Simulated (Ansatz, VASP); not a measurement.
# One calculation of Bi3O, two programs

```xyz
8
Lattice="5.8555 0.0000 0.0000 0.0000 5.8555 0.0000 0.0000 0.0000 5.8555" Properties=species:S:1:pos:R:3 pbc="T T T"
Bi    1.4639    0.0000    2.9278
Bi    2.9278    4.3916    0.0000
Bi    4.3916    0.0000    2.9278
Bi    2.9278    1.4639    0.0000
Bi    0.0000    2.9278    4.3916
Bi    0.0000    2.9278    1.4639
O     0.0000    0.0000    0.0000
O     2.9278    2.9278    2.9278
```

Change from the starting cell: species swapped into the V3Ir type (Pm-3n, No. 223).

Alike in both runs: task single point; functional PBE; k mesh 4 × 4 × 4; occupations gaussian, width 0.1 eV; no spin polarisation.

```csv
,VASP,Ansatz
version,VASP 6.6.1,Ansatz 0.2.0
potentials or method,"VASP PAW PBE potentials, release 64 (Bi_d, O), cutoff 520 eV","scalar-relativistic, plane waves, PAW"
valence electrons in the cell,102,102
```

```tsv
	VASP	Ansatz	Ansatz less VASP
gap on the k mesh at the Fermi level (eV)	none	none	-
pressure (GPa)	1.5	1.6	+0.10
```

A gap of «none» marks a metal or a gap that the smearing closes. With one functional, cell and mesh, what is left measures potentials, basis and numerics.

Neither program's run includes spin-orbit coupling.
